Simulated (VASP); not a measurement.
Input of a VASP 6.6.1 run:

File POSCAR:

```
In2BiSb
1.0
    4.7129019348      0.0000000000      0.0000000000
    0.0000000000      4.7129019348      0.0000000000
    0.0000000000      0.0000000000      6.6420055278
Sb In Bi
1 2 1
Direct
    0.0000000000      0.0000000000      0.0000000000
    0.0000000000      0.5000000000      0.7566036942
    0.5000000000      0.0000000000      0.2433963058
    0.5000000000      0.5000000000      0.5000000000
```

INCAR.step1

```
PREC = Accurate
ENCUT = 520
ISMEAR = -1
SIGMA = 0.02
LREAL = F
LASPH = T
NELM = 100
NBANDS = 31
GGA = PE
ALGO = Normal
EDIFF = 1E-4
LWAVE = T
LCHARG = F
```

INCAR.step2

```
PREC = Accurate
ENCUT = 520
EDIFF = 1E-6
ISMEAR = -1
SIGMA = 0.02
LREAL = F
LASPH = T
NELM = 100
ALGO = Normal
ISIF = 2
LWAVE = F
LCHARG = F
METAGGA = R2SCAN
LMIXTAU = T
NBANDS = 31
ISTART = 1
```

Contents of KPOINTS:

```
regular mesh
0
Gamma
  4 4 4
```

Potentials or basis: VASP PAW PBE potentials, release 64 (Sb, In_d, Bi_d).

Run with:

```console
$ cat potpaw_PBE.64/Sb/POTCAR potpaw_PBE.64/In_d/POTCAR potpaw_PBE.64/Bi_d/POTCAR > POTCAR
$ cp INCAR.step1 INCAR
$ mpirun -np 1 vasp_std > vasp.out
$ cp INCAR.step2 INCAR
$ mpirun -np 1 vasp_std > vasp.out
```

Estimate the largest force.

0.003 eV/Å.

What does it give for the band gap on the k mesh?

Zero (filled and empty bands touch).

Estimate the pressure.

0.1 GPa.

Forces on the atoms (eV/Å):
```
Sb   0.000  0.000  0.000
In   0.000  0.000 -0.003
In   0.000  0.000  0.003
Bi   0.000  0.000  0.000
```

Caveat: the PAW data sets were made with another functional, which shifts forces and pressure a little; spin-orbit coupling is left out, which moves the levels of the heavy elements.
